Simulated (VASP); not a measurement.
Here is a VASP 6.6.1 calculation.

Contents of INCAR:

```
  ALGO = Normal
  EDIFF = 1E-7
  ENCUT = 520
  GGA = PE
  GGA_COMPAT = F
  ISIF = 2
  ISMEAR = -1
  LASPH = T
  LCHARG = T
  LORBIT = 11
  LORBMOM = T
  LREAL = F
  LSORBIT = T
  LVHAR = T
  LWAVE = F
  MAGMOM = 0 0 0 0 0 0
  NBANDS = 30
  NELM = 150
  PREC = Accurate
  SIGMA = 0.02
```

KPOINTS

```
k-points
0
Gamma
  8 8 8
```

Contents of POSCAR:

```
CdS
1.0
    0.0000000000      2.9392146858      2.9392146858
    2.9392146858      0.0000000000      2.9392146858
    2.9392146858      2.9392146858      0.0000000000
Cd S
1 1
Direct
    0.0000000000      0.0000000000      0.0000000000
    0.2500000000      0.2500000000      0.2500000000
```

Potentials or basis: VASP PAW PBE potentials, release 64 (Cd, S).

Launch:

```console
$ cat potpaw_PBE.64/Cd/POTCAR potpaw_PBE.64/S/POTCAR > POTCAR
$ mpirun -np 1 vasp_ncl > vasp.out
```

Task: Predict the net moment.

Result: 0.00 μB per cell.

Task: Estimate the pressure.

Result: 1.7 GPa.

Moments on the atoms (μB; x, y, z):
```
Cd  0.00 0.00 0.00
S   0.00 0.00 0.00
```
